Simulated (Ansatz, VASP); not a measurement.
Ga: VASP beside Ansatz

```
CELL_PARAMETERS angstrom
2.28921 -3.85879 0.00000
2.28921 3.85879 0.00000
0.00000 0.00000 4.59858
ATOMIC_POSITIONS crystal
Ga 0.84366 0.15634 0.08357
Ga 0.65634 0.34366 0.58357
Ga 0.15634 0.84366 0.91643
Ga 0.34366 0.65634 0.41643
```

Alike in both runs: functional PBE; k mesh 6 × 6 × 4; occupations gaussian, width 0.05 eV; no spin polarisation.

Ansatz relaxed the structure, and its values are those at the end. VASP's run is a single point on that final structure, the one shown.

|  | VASP | Ansatz |
| --- | --- | --- |
| version | VASP 6.6.1 | Ansatz 0.2.0 |
| potentials or method | VASP PAW PBE potentials, release 64 (Ga_d), cutoff 520 eV | scalar-relativistic, plane waves, PAW |
| valence electrons in the cell | 52 | 52 |

```tsv
	VASP	Ansatz	Ansatz less VASP
gap on the k mesh at the Fermi level (eV)	none	none	-
pressure (GPa)	0.1	0.0	-0.12
rms of the force components (eV/Å)	0.003	0.003	+0.0003
```

A gap of «none» marks a metal or a gap that the smearing closes. With one functional, cell and mesh, what is left measures potentials, basis and numerics.
